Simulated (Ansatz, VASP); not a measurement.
**Si2SnB3: VASP beside Ansatz**

```
CELL_PARAMETERS angstrom
2.67862 -4.61675 0.00000
2.67862 4.61675 0.00000
0.00000 0.00000 2.99786
ATOMIC_POSITIONS crystal
Si 0.50000 0.00000 0.50000
Si 0.00000 0.50000 0.50000
Sn 0.00000 0.00000 0.00000
B 0.59890 0.40110 0.00000
B 0.40110 0.59890 0.00000
B 0.50000 0.50000 0.50000
```

Change from the starting cell: species swapped into the LaAl2Ag3 type (Cmmm, No. 65).

Alike in both runs: task relaxation of cell and atoms; functional PBE; k mesh 4 × 4 × 6; occupations gaussian, width 0.1 eV; no spin polarisation.

|  | VASP | Ansatz |
| --- | --- | --- |
| version | VASP 6.6.1 | Ansatz 0.2.0 |
| potentials or method | VASP PAW PBE potentials, release 64 (Si, Sn_d, B), cutoff 600 eV | scalar-relativistic, plane waves, PAW |
| valence electrons in the cell | 31 | 31 |

```csv
,VASP,Ansatz,Ansatz less VASP
"gap on the k mesh at the Fermi level, each at its own relaxed structure (eV)",none,none,-
relaxed volume (Å³/atom),12.27,12.30,+0.036
relaxed cell length with the largest relative difference (Å),5.387,5.395,+0.0073
```

A gap of «none» marks a metal or a gap that the smearing closes.

Noted on VASP's run: too few bands were computed for a metal, which touches its energy and stress.
